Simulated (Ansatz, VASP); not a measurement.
Two plane-wave programs on C

```
C
1.0
     0.00000    1.78350    1.78350
     1.78350    0.00000    1.78350
     1.78350    1.78350    0.00000
C
2
Direct
  0.00000 0.00000 0.00000
  0.25000 0.25000 0.25000
```

Alike in both runs: task single point; functional PBEsol; k mesh 10 × 10 × 10; no spin polarisation.

```csv
,VASP,Ansatz
version,VASP 6.6.1,Ansatz 0.2.0
potentials or method,"VASP PAW PBE potentials, release 64 (C), cutoff 600 eV","scalar-relativistic, plane waves, PAW"
occupations,"gaussian, width 0.01 eV",fixed
valence electrons in the cell,8,8
```

```tsv
	VASP	Ansatz	Ansatz less VASP
gap on the k mesh at the Fermi level (eV)	4.04	4.04	+0.008
least direct gap on the mesh (eV)	5.54	5.54	0.000
```

VASP's potentials were made for PBE, not for PBEsol, and Ansatz warns of the same on its side.
